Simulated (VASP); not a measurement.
Set up this calculation in VASP 6.6.1, as the native input.

| Item | Value |
| --- | --- |
| Task | relaxation of cell and atoms |
| Functional | PBEsol |
| Potentials or basis | VASP PAW PBE potentials, release 64 (Al, Ru_pv) |
| Cutoff | 500 eV |
| k mesh | 14 × 14 × 14 |
| Occupations | gaussian, width 0.1 eV |
| Spin | no spin polarisation |
| Dipole correction | no |
| Further INCAR settings | ALGO = Normal; EDIFF = 1e-07; IBRION = 2; EDIFFG = -0.002; NSW = 100; ISIF = 3 |

The structure of AlRu (sol) lies in POSCAR:

```
AlRu
1.0
    2.9824954400      0.0000000000      0.0000000000
    0.0000000000      2.9824954400      0.0000000000
    0.0000000000      0.0000000000      2.9824954400
Al Ru
1 1
Direct
    0.0000000000      0.0000000000      0.0000000000
    0.5000000000      0.5000000000      0.5000000000
```

These files were run (other wordings do the same):

INCAR

```
SYSTEM = AlRu
  PREC = Accurate
  ENCUT = 500
  EDIFF = 1E-7
  ISMEAR = 0
  SIGMA = 0.1
  LREAL = .FALSE.
  LASPH = .TRUE.
  NELM = 120
  ALGO = Normal
  ISIF = 3
  LWAVE = .FALSE.
  LCHARG = .FALSE.
  GGA = PS
  IBRION = 2
  NSW = 100
  EDIFFG = -0.002
  GGA_COMPAT = .FALSE.
  NELMIN = 4
```

KPOINTS

```
regular mesh
0
G
  14 14 14
  0 0 0
```

Potentials or basis: VASP PAW PBE potentials, release 64 (Al, Ru_pv).

Run with:

```sh
$ cat potpaw_PBE.64/Al/POTCAR potpaw_PBE.64/Ru_pv/POTCAR > POTCAR
$ mpirun -np 1 vasp_std > vasp.out
```

It gave:

```yaml
Relaxed_volume: 13.19 Å³/atom
Relaxed_cell: a = 2.977 Å, b = 2.977 Å, c = 2.977 Å, α = 90.00°, β = 90.00°, γ = 90.00°
Space_group_after_relaxing_to_0.05_Å: Pm-3m (No. 221)
Energy_gained_by_relaxing: 0.3 meV/atom
Ionic_steps: 3
Pressure_after_relaxing: 0.0 GPa
```

Caveat: the PAW data sets were made with another functional, which shifts forces and pressure a little.

Run time: 32 s on 1 thread of Intel(R) Xeon(R) Platinum 8488C (Sapphire Rapids) (shared host), peak memory 0.17 GiB.
